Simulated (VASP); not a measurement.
Set up this calculation in VASP 6.6.1, as the native input.

```yaml
Task: single point
Functional: PBE-based screened hybrid with 25 % exact exchange
Potentials_or_basis: VASP PAW PBE potentials, release 64 (Pb_d, Te)
Cutoff: 400 eV
k_mesh: 4 × 4 × 4
Occupations: methfessel-paxton, width 0.1 eV
Spin: no spin polarisation
Dipole_correction: no
Grid_for_exact_exchange_PRECFOCK: Normal
Share_of_exact_exchange: 0.25
Further_INCAR_settings: ALGO = Normal; EDIFF = 1e-06; NBANDS = 17
Screening_parameter: 0.3 1/Å
```

The system is TePb.

```
Pb Te
1.0
     4.00229    0.00000    0.00000
     0.00000    4.00229    0.00000
     0.00000    0.00000    4.00229
Pb Te
1 1
Direct
  0.00000 0.00000 0.00000
  0.50000 0.50000 0.50000
```

One way to write it, as run:

POSCAR

```
TePb
1.0
    4.0022870000      0.0000000000      0.0000000000
    0.0000000000      4.0022870000      0.0000000000
    0.0000000000      0.0000000000      4.0022870000
Pb Te
1 1
Direct
    0.0000000000      0.0000000000      0.0000000000
    0.5000000000      0.5000000000      0.5000000000
```

INCAR.step1

```
SYSTEM = TePb
PREC     = Accurate       ! precision mode
ENCUT    = 400            ! plane-wave cutoff, eV
EDIFF    = 1E-5           ! SCF threshold, eV
ISMEAR   = 1              ! smearing method
SIGMA    = 0.1            ! smearing width, eV
LREAL    = .FALSE.        ! projectors in reciprocal space
LASPH    = .TRUE.         ! aspherical terms in the spheres
NELM     = 120            ! most SCF steps
ALGO     = Normal         ! electronic algorithm
ISIF     = 2              ! what is computed and relaxed
LWAVE    = .TRUE.         ! write WAVECAR
LCHARG   = .FALSE.        ! write CHGCAR
GGA      = PE             ! functional
NBANDS   = 17             ! bands
GGA_COMPAT= .FALSE.
```

INCAR.step2

```
SYSTEM = TePb
PREC     = Accurate       ! precision mode
ENCUT    = 400            ! plane-wave cutoff, eV
EDIFF    = 1E-6           ! SCF threshold, eV
ISMEAR   = 1              ! smearing method
SIGMA    = 0.1            ! smearing width, eV
LREAL    = .FALSE.        ! projectors in reciprocal space
LASPH    = .TRUE.         ! aspherical terms in the spheres
NELM     = 120            ! most SCF steps
ALGO     = Normal         ! electronic algorithm
ISIF     = 2              ! what is computed and relaxed
LWAVE    = .FALSE.        ! write WAVECAR
LCHARG   = .FALSE.        ! write CHGCAR
GGA      = PE             ! functional
LHFCALC  = .TRUE.         ! exact exchange
AEXX     = 0.25           ! exact-exchange fraction
HFSCREEN = 0.3            ! screening, 1/A
PRECFOCK = Normal       
ISTART   = 1            
NBANDS   = 17             ! bands
GGA_COMPAT= .FALSE.
```

KPOINTS

```
regular mesh
0
G
  4 4 4
  0 0 0
```

Potentials or basis: VASP PAW PBE potentials, release 64 (Pb_d, Te).

The run is started by

```console
$ cat potpaw_PBE.64/Pb_d/POTCAR potpaw_PBE.64/Te/POTCAR > POTCAR
$ cp INCAR.step1 INCAR
$ mpirun -np 1 vasp_std > vasp.out
$ cp INCAR.step2 INCAR
$ mpirun -np 1 vasp_std > vasp.out
```

Results of the run:

* Pressure: -0.3 GPa
* Band gap on the k mesh: zero (bands 10 and 11 overlap by 1.25 eV)

Caveat: the k points lie up to 0.39 Å⁻¹ apart, too coarse for converged energies and pressures of a metal; the PAW data sets were made with another functional, which shifts forces and pressure a little; spin-orbit coupling is left out, which moves the levels of the heavy elements.

Run time: 6.8 min on 1 thread of Intel(R) Xeon(R) Platinum 8375C CPU @ 2.90GHz (Ice Lake) (shared host), peak memory 0.26 GiB.
